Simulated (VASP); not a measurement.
# BaZrO3 (Pm-3m) in VASP: a series of runs

Runs on BaZrO3. Level: PBE. Tasks: single point.

Program: VASP 6.6.1. These are calculated values, not measurements. Logs are shortened: lines on timing, memory, paths and dates and some standing lists are left out, and cuts for length are marked.

## Step 1: The cell of the first run

It takes space group Pm-3m (No. 221, cubic). Conventional cell: a = 4.227 Å, b = 4.227 Å, c = 4.227 Å, α = 90.00°, β = 90.00°, γ = 90.00°. Within 3.9 Å of Ba (site symmetry m-3m) lie 12 O at 2.99 Å and 8 Zr at 3.66 Å. Within 2.8 Å of Zr (site symmetry m-3m) lie 6 O at 2.11 Å. O (site symmetry 4/mmm) has 2 Zr at 2.11 Å within 2.8 Å.

## Step 2: Single point, PBE, non-collinear spin, zero start, spin-orbit coupling (15.11 Å³/atom)

Input file INCAR:

```
SYSTEM = BaZrO3
PREC = Accurate
ENCUT = 520
EDIFF = 1E-6
ISMEAR = 0
SIGMA = 0.05
LREAL = .False.
LASPH = .True.
NELM = 150
ALGO = Normal
ISIF = 2
LWAVE = .False.
LCHARG = .False.
LNONCOLLINEAR = .True.
MAGMOM = 0 0 0 0 0 0 0 0 0 0 0 0 0 0 0
LORBIT = 11
LSORBIT = .True.
GGA_COMPAT = .False.
LORBMOM = .True.
LMAXMIX = 4
GGA = PE
NBANDS = 55
```

Input file KPOINTS:

```
regular mesh
0
Gamma
  6 6 6
  0 0 0
```

Input file POSCAR:

```
BaZrO3
1.0
    4.2271748875      0.0000000000      0.0000000000
    0.0000000000      4.2271748875      0.0000000000
    0.0000000000      0.0000000000      4.2271748875
Ba Zr O
1 1 3
Direct
    0.0000000000      0.0000000000      0.0000000000
    0.5000000000      0.5000000000      0.5000000000
    0.0000000000      0.5000000000      0.5000000000
    0.5000000000      0.5000000000      0.0000000000
    0.5000000000      0.0000000000      0.5000000000
```

Potentials or basis: VASP PAW PBE potentials, release 64 (Ba_sv, Zr_sv, O).

Launch:

```sh
cat potpaw_PBE.64/Ba_sv/POTCAR potpaw_PBE.64/Zr_sv/POTCAR potpaw_PBE.64/O/POTCAR > POTCAR
mpirun -np 1 vasp_ncl > vasp.out
```

OUTCAR:

```text
SYSTEM = BaZrO3
   PREC = Accurate
   ENCUT = 520
   EDIFF = 1E-6
   ISMEAR = 0
   LREAL = .False.
   LASPH = .True.
   NELM = 150
   ISIF = 2
   LNONCOLLINEAR = .True.
   LORBIT = 11
   LSORBIT = .True.
   GGA = PE

 ion  position               nearest neighbor table
   1  0.000  0.000  0.000-   3 2.99   4 2.99   5 2.99   3 2.99   5 2.99   3 2.99   4 2.99   3 2.99
                             4 2.99   5 2.99   5 2.99   4 2.99   2 3.66   2 3.66   2 3.66   2 3.66
   2  0.500  0.500  0.500-   3 2.11   4 2.11   5 2.11   4 2.11   5 2.11   3 2.11   1 3.66   1 3.66
                             1 3.66   1 3.66   1 3.66   1 3.66   1 3.66   1 3.66
   3  0.000  0.500  0.500-   2 2.11   2 2.11   1 2.99   1 2.99   1 2.99   1 2.99
   4  0.500  0.500  0.000-   2 2.11   2 2.11   1 2.99   1 2.99   1 2.99   1 2.99
   5  0.500  0.000  0.500-   2 2.11   2 2.11   1 2.99   1 2.99   1 2.99   1 2.99

  LATTYP: Found a simple cubic cell.
 ALAT       =     4.2271748875

  Lattice vectors:

 A1 = (   4.2271748875,   0.0000000000,   0.0000000000)
 A2 = (   0.0000000000,   4.2271748875,   0.0000000000)
 A3 = (   0.0000000000,   0.0000000000,   4.2271748875)

Analysis of symmetry for initial positions (statically):
=====================================================================
 Subroutine PRICEL returns:
 Original cell was already a primitive cell.

 Routine SETGRP: Setting up the symmetry group for a
 simple cubic supercell.

 Subroutine GETGRP returns: Found 48 space group operations
 (whereof 48 operations were pure point group operations)
 out of a pool of 48 trial point group operations.

The static configuration has the point symmetry O_h .

Analysis of symmetry for dynamics (positions and initial velocities):
=====================================================================
 Subroutine PRICEL returns:
 Original cell was already a primitive cell.

 Routine SETGRP: Setting up the symmetry group for a
 simple cubic supercell.

 Subroutine GETGRP returns: Found 48 space group operations
 (whereof 48 operations were pure point group operations)
 out of a pool of 48 trial point group operations.

The dynamic configuration has the point symmetry O_h .

Analysis of structural, dynamic, and magnetic symmetry:
=====================================================================
 Subroutine PRICEL returns:
 Original cell was already a primitive cell.

 Routine SETGRP: Setting up the symmetry group for a
 simple cubic supercell.

 Subroutine GETGRP returns: Found 48 space group operations
 (whereof 48 operations were pure point group operations)
 out of a pool of 48 trial point group operations.

The overall configuration has the point symmetry O_h .

 Subroutine INISYM returns: Found 48 space group operations
 (whereof 48 operations are pure point group operations),
 and found     1 'primitive' translations

----------------------------------------------------------------------------------------

                                     Primitive cell

  volume of cell :      75.5354

  direct lattice vectors                    reciprocal lattice vectors
     4.227174888  0.000000000  0.000000000     0.236564615  0.000000000  0.000000000
     0.000000000  4.227174888  0.000000000     0.000000000  0.236564615  0.000000000
     0.000000000  0.000000000  4.227174888     0.000000000  0.000000000  0.236564615

  length of vectors
     4.227174888  4.227174888  4.227174888     0.236564615  0.236564615  0.236564615

  position of ions in fractional coordinates (direct lattice)
     0.000000000  0.000000000  0.000000000
     0.500000000  0.500000000  0.500000000
     0.000000000  0.500000000  0.500000000
     0.500000000  0.500000000  0.000000000
     0.500000000  0.000000000  0.500000000

  ion indices of the primitive-cell ions
   primitive index   ion index
                 1           1
                 2           2
                 3           3
                 4           4
                 5           5

----------------------------------------------------------------------------------------

 KPOINTS: regular mesh

Automatic generation of k-mesh.
 Grid dimensions read from file:
 generate k-points for:    6    6    6

 Generating k-lattice:

  Cartesian coordinates                     Fractional coordinates (reciprocal lattice)
     0.039427436  0.000000000  0.000000000     0.166666667  0.000000000  0.000000000
     0.000000000  0.039427436  0.000000000     0.000000000  0.166666667  0.000000000
     0.000000000  0.000000000  0.039427436     0.000000000  0.000000000  0.166666667

  Length of vectors
     0.039427436  0.039427436  0.039427436

  Shift w.r.t. Gamma in fractional coordinates (k-lattice)
     0.000000000  0.000000000  0.000000000

 Subroutine IBZKPT returns following result:
 ===========================================

[... 68 lines left out ...]
   LHFCALC =     F    Hartree Fock is set to
   AEXX    =    0.0000 exact exchange contribution
   IVDW    =     0    specifies the selected vdW correction
   LEPSILON=     F    determine dielectric tensor
   LRPA    =     F    only Hartree local field effects (RPA)
 Gauss-broadening in eV      SIGMA  =   0.05
  energy-cutoff  :      520.00
  volume of cell :       75.54
 maximum number of plane-waves:      4108
 NGX is ok and might be reduce to    32
   NGX = 15   NGY = 15   NGZ = 15

 number of electron      40.0000000 magnetization       0.0000000      0.0000000      0.0000000

 number of electron      39.9999986 magnetization       0.0000000      0.0000000     -0.0000000

 number of electron      39.9999986 magnetization      -0.0000000     -0.0000000      0.0000000

 Free energy of the ion-electron system (eV)
  ---------------------------------------------------
  ext. energy  EPLUGINS =         0.00000000
  ---------------------------------------------------
  free energy    TOTEN  =       -41.98232879 eV

  energy without entropy =      -41.98232879  energy(sigma->0) =      -41.98232879

 E-fermi :   3.9764     XC(G=0): -10.6439

 val. band max:        3.6146550175   @ k =   0.5000   0.5000   0.5000
 cond. band min:       6.7126449490   @ k =   0.0000   0.0000   0.0000
 fundamental gap:      3.0979899316
 Fermi energy:         3.9764168003

 k-point     1 :       0.0000    0.0000    0.0000
  band No.  band energies     occupation
      1     -43.5714      1.00000
      2     -43.5714      1.00000
      3     -22.8358      1.00000
      4     -22.8358      1.00000
      5     -21.7880      1.00000
      6     -21.7880      1.00000
[... 1089 lines left out ...]
     51      10.4554      0.00000
     52      10.4554      0.00000
 [bands above 52 left out]

------------------------ aborting loop because EDIFF is reached ----------------------------------------

  FORCE on cell =-STRESS in cart. coord.  units (eV):
  Direction    XX          YY          ZZ          XY          YZ          ZX
  --------------------------------------------------------------------------------------
  -------------------------------------------------------------------------------------
  Total        0.4391474      0.4391474      0.4391474     -0.0000000      0.0000000     -0.0000000
  in kB        9.3147285      9.3147285      9.3147285     -0.0000000      0.0000000     -0.0000000
  external PRESSURE =       9.3147285 kB  Pullay stress =       0.0000000 kB

 VOLUME and BASIS-vectors are now :
 -----------------------------------------------------------------------------
  energy-cutoff  :      520.00
  volume of cell :       75.54
      direct lattice vectors                 reciprocal lattice vectors
     4.227174888  0.000000000  0.000000000     0.236564615  0.000000000  0.000000000
     0.000000000  4.227174888  0.000000000     0.000000000  0.236564615  0.000000000
     0.000000000  0.000000000  4.227174888     0.000000000  0.000000000  0.236564615

 POSITION                                       TOTAL-FORCE (eV/Angst)
 -----------------------------------------------------------------------------------
      0.00000      0.00000      0.00000         0.000000      0.000000      0.000000
      2.11359      2.11359      2.11359         0.000000      0.000000      0.000000
      0.00000      2.11359      2.11359         0.000000      0.000000      0.000000
      2.11359      2.11359      0.00000         0.000000      0.000000      0.000000
      2.11359      0.00000      2.11359         0.000000      0.000000      0.000000
 -----------------------------------------------------------------------------------
    total drift:                                0.000000     -0.000000     -0.000000

  FREE ENERGIE OF THE ION-ELECTRON SYSTEM (eV)
  ---------------------------------------------------
  free  energy   TOTEN  =       -41.9823287901 eV

  energy  without entropy=      -41.9823287901  energy(sigma->0) =      -41.98232879

 orbital moment (x)

 # of ion     p       d       tot
 ----------------------------------------
  1         0.000   0.000   0.000
  2         0.000  -0.000  -0.000
  3         0.000   0.000   0.000
  4         0.000   0.000   0.000
  5         0.000   0.000   0.000
 ----------------------------------------
            0.000  -0.000  -0.000

 orbital moment (y)

 # of ion     p       d       tot
 ----------------------------------------
  1         0.000   0.000   0.000
  2         0.000   0.000   0.000
  3         0.000   0.000   0.000
  4         0.000   0.000   0.000
  5         0.000   0.000   0.000
 ----------------------------------------
            0.000   0.000   0.000

 orbital moment (z)

 # of ion     p       d       tot
 ----------------------------------------
  1         0.000   0.000   0.000
  2         0.000   0.000   0.000
  3        -0.000   0.000  -0.000
  4         0.000   0.000   0.000
  5         0.000   0.000   0.000
 ----------------------------------------
           -0.000   0.000   0.000

 Spin-Orbit-Coupling matrix elements

 Ion:    1  E_soc:     -0.3844918
 l=   1
     0.0000000    -0.0639435    -0.0639435
    -0.0639435     0.0000000    -0.0639435
    -0.0639435    -0.0639435     0.0000000
 l=   2
     0.0000000    -0.0000313     0.0000000    -0.0000313    -0.0001071
    -0.0000313     0.0000000    -0.0000803    -0.0000313    -0.0000268
     0.0000000    -0.0000803     0.0000000    -0.0000803     0.0000000
    -0.0000313    -0.0000313    -0.0000803     0.0000000    -0.0000268
    -0.0001071    -0.0000268     0.0000000    -0.0000268     0.0000000
 l=   3
     0.0000000     0.0000000     0.0000000     0.0000000     0.0000000     0.0000000     0.0000000
     0.0000000     0.0000000     0.0000000     0.0000000     0.0000000     0.0000000     0.0000000
     0.0000000     0.0000000     0.0000000     0.0000000     0.0000000     0.0000000     0.0000000
     0.0000000     0.0000000     0.0000000     0.0000000     0.0000000     0.0000000     0.0000000
[... 69 lines left out ...]
 l=   2
     0.0000000     0.0000000     0.0000000     0.0000000     0.0000000
     0.0000000     0.0000000     0.0000000     0.0000000     0.0000000
     0.0000000     0.0000000     0.0000000     0.0000000     0.0000000
     0.0000000     0.0000000     0.0000000     0.0000000     0.0000000
     0.0000000     0.0000000     0.0000000     0.0000000     0.0000000
 l=   3
     0.0000000     0.0000000     0.0000000     0.0000000     0.0000000     0.0000000     0.0000000
     0.0000000     0.0000000     0.0000000     0.0000000     0.0000000     0.0000000     0.0000000
     0.0000000     0.0000000     0.0000000     0.0000000     0.0000000     0.0000000     0.0000000
     0.0000000     0.0000000     0.0000000     0.0000000     0.0000000     0.0000000     0.0000000
     0.0000000     0.0000000     0.0000000     0.0000000     0.0000000     0.0000000     0.0000000
     0.0000000     0.0000000     0.0000000     0.0000000     0.0000000     0.0000000     0.0000000
     0.0000000     0.0000000     0.0000000     0.0000000     0.0000000     0.0000000     0.0000000

 total charge

# of ion       s       p       d       tot
------------------------------------------
    1        2.000   5.630   0.258   7.888
    2        2.193   6.078   1.398   9.669
    3        1.560   3.474   0.000   5.034
    4        1.560   3.474   0.000   5.034
    5        1.560   3.474   0.000   5.034
--------------------------------------------------
tot          8.875  22.130   1.655  32.661

 magnetization (x)

# of ion       s       p       d       tot
------------------------------------------
    1       -0.000   0.000  -0.000  -0.000
    2       -0.000   0.000   0.000  -0.000
    3       -0.000  -0.000   0.000  -0.000
    4        0.000  -0.000   0.000  -0.000
    5        0.000   0.000   0.000   0.000
--------------------------------------------------
tot         -0.000  -0.000  -0.000  -0.000

 magnetization (y)

# of ion       s       p       d       tot
------------------------------------------
    1        0.000  -0.000   0.000   0.000
    2        0.000  -0.000   0.000   0.000
    3        0.000   0.000   0.000   0.000
    4       -0.000   0.000   0.000   0.000
    5       -0.000  -0.000   0.000  -0.000
--------------------------------------------------
tot         -0.000   0.000   0.000   0.000

 magnetization (z)

# of ion       s       p       d       tot
------------------------------------------
    1        0.000   0.000  -0.000   0.000
    2        0.000   0.000   0.000   0.000
    3       -0.000   0.000   0.000   0.000
    4        0.000   0.000   0.000   0.000
    5       -0.000   0.000   0.000   0.000
--------------------------------------------------
tot          0.000   0.000  -0.000   0.000
```

Wall time 73 s (1 thread of Intel Xeon 6975P-C (Granite Rapids), shared host); peak memory 0.37 GiB.

What came out:

* Free energy: -41.9823 eV
* Pressure: 0.9 GPa
* Net moment: 0.00 μB per cell
* Valence electrons inside the program's atomic spheres: Ba 7.89; Zr 9.67; O 5.03

Moments on the atoms (μB; x, y, z):
```
Ba  0.00 0.00 0.00
Zr  0.00 0.00 0.00
O   0.00 0.00 0.00
O   0.00 0.00 0.00
O   0.00 0.00 0.00
```

## Step 3: Single point, PBE, non-collinear spin, zero start, spin-orbit coupling

Input file INCAR:

```
ALGO     = Normal         # electronic algorithm
EDIFF    = 1E-6           # SCF threshold, eV
ENCUT    = 520            # plane-wave cutoff, eV
GGA      = PE             # functional
GGA_COMPAT= False        
ISIF     = 2              # what is computed and relaxed
ISMEAR   = 0              # smearing method
LASPH    = True           # aspherical terms in the spheres
LCHARG   = False          # write CHGCAR
LMAXMIX  = 4              # l up to which the mixer works
LORBIT   = 11             # projections on sites
LORBMOM  = True         
LREAL    = False          # projectors in reciprocal space
LSORBIT  = True           # spin-orbit coupling
LWAVE    = False          # write WAVECAR
MAGMOM   = 0 0 0 0 0 0 0 0 0 0 0 0 0 0 0 # initial moments
NBANDS   = 55             # bands
NELM     = 150            # most SCF steps
PREC     = Accurate       # precision mode
SIGMA    = 0.05           # smearing width, eV
```

Input file KPOINTS:

```
k-points
0
Gamma
  6 6 6
```

POSCAR is that of step 2.

Potentials or basis: VASP PAW PBE potentials, release 64 (Ba_sv, Zr_sv, O).

Launch:

```sh
cat potpaw_PBE.64/Ba_sv/POTCAR potpaw_PBE.64/Zr_sv/POTCAR potpaw_PBE.64/O/POTCAR > POTCAR
mpirun -np 1 vasp_ncl > vasp.out
```

Run time: 76 s. Hardware: 1 thread of Intel Xeon 6975P-C (Granite Rapids), shared host; peak memory 0.37 GiB.

The run converged. Its results:

```yaml
Free_energy: -41.9823 eV
Pressure: 0.9 GPa
Net_moment: 0.00 μB per cell
Valence_electrons_inside_the_program's_atomic_spheres: Ba 7.89; Zr 9.67; O 5.03
```

Moments on the atoms (μB; x, y, z):
```
Ba  0.00 0.00 0.00
Zr  0.00 0.00 0.00
O   0.00 0.00 0.00
O   0.00 0.00 0.00
O   0.00 0.00 0.00
```

## Step 4: Single point, PBE, non-collinear spin, zero start, spin-orbit coupling

Input file INCAR:

```
  ALGO = Normal
  EDIFF = 1E-7
  ENCUT = 520
  GGA = PE
  GGA_COMPAT = F
  ISIF = 2
  ISMEAR = -5
  LASPH = T
  LCHARG = F
  LMAXMIX = 4
  LORBIT = 11
  LORBMOM = T
  LREAL = F
  LSORBIT = T
  LWAVE = F
  MAGMOM = 0 0 0 0 0 0 0 0 0 0 0 0 0 0 0
  NBANDS = 55
  NELM = 150
  PREC = Accurate
  SIGMA = 0.1
```

KPOINTS is that of step 3.

POSCAR is that of step 3.

Launch:

```sh
cat potpaw_PBE.64/Ba_sv/POTCAR potpaw_PBE.64/Zr_sv/POTCAR potpaw_PBE.64/O/POTCAR > POTCAR
mpirun -np 1 vasp_ncl > vasp.out
```

Wall time 1.9 min (1 thread of Intel Xeon 6975P-C (Granite Rapids), shared host); peak memory 0.37 GiB.

It converged, with:

| Property | Result |
| --- | --- |
| Free energy | -41.9823 eV |
| Pressure | 0.9 GPa |
| Net moment | 0.00 μB per cell |
| Valence electrons inside the program's atomic spheres | Ba 7.89; Zr 9.67; O 5.04 |

Moments on the atoms (μB; x, y, z):
```
Ba  0.00 0.00 0.00
Zr  0.00 0.00 0.00
O   0.00 0.00 0.00
O   0.00 0.00 0.00
O   0.00 0.00 0.00
```
